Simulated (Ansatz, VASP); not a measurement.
One calculation of InP, two programs

Contents of INCAR:

```
SYSTEM = InP
ALGO = Normal
EDIFF = 1E-6
ENCUT = 520
GGA = PE
ISIF = 2
ISMEAR = 0
LASPH = .True.
LCHARG = .False.
LREAL = .False.
LWAVE = .False.
NBANDS = 16
NELM = 60
PREC = Accurate
SIGMA = 0.15
```

The input KPOINTS:

```
k-points
0
Gamma
  20 20 20
  0 0 0
```

Contents of POSCAR:

```
InP
1.0
    0.0000000000      2.9091639812      2.5786829529
    2.9091639812      0.0000000000      2.5786829529
    2.9091639812      2.9091639812      0.0000000000
In P
1 1
Direct
    0.0000000000      0.0000000000      0.0000000000
    0.5000000000      0.5000000000      0.5000000000
```

Input for Ansatz:

```yaml
crystal:
  lattice:
    - [0.0, 2.9091639812, 2.5786829529]
    - [2.9091639812, 0.0, 2.5786829529]
    - [2.9091639812, 2.9091639812, 0.0]
  atoms:
    - { symbol: In, position: [0.0, 0.0, 0.0] }
    - { symbol: P, position: [0.5, 0.5, 0.5] }
basis:
  ecutwfc: 420
kpoints:
  mp_grid: { grid: [20, 20, 20] }
hamiltonian:
  xc: pbe
scf:
  occupations: { method: gaussian, width: 0.15 }
output:
  forces: true
  stress: true
  eigenvalues: true
```

Alike in both runs: task single point; functional PBE; k mesh 20 × 20 × 20; occupations gaussian, width 0.15 eV; no spin polarisation.

|  | VASP | Ansatz |
| --- | --- | --- |
| version | VASP 6.6.1 | Ansatz 0.2.0 |
| potentials or method | VASP PAW PBE potentials, release 64 (In_d, P), cutoff 520 eV | scalar-relativistic, plane waves, PAW |
| valence electrons in the cell | 18 | 18 |

VASP gave:

| Property | Result |
| --- | --- |
| gap on the k mesh at the Fermi level (eV) | none |
| pressure (GPa) | 0.2 |
| traceless stress, the component that is largest in VASP (GPa) | 9.61 |

**Question.** Estimate Ansatz's values.

**Answer.** gap on the k mesh at the Fermi level (eV): none; pressure (GPa): 0.3; traceless stress, the component that is largest in VASP (GPa): 9.67.

A gap of «none» marks a metal or a gap that the smearing closes. With one functional, cell and mesh, what is left measures potentials, basis and numerics.
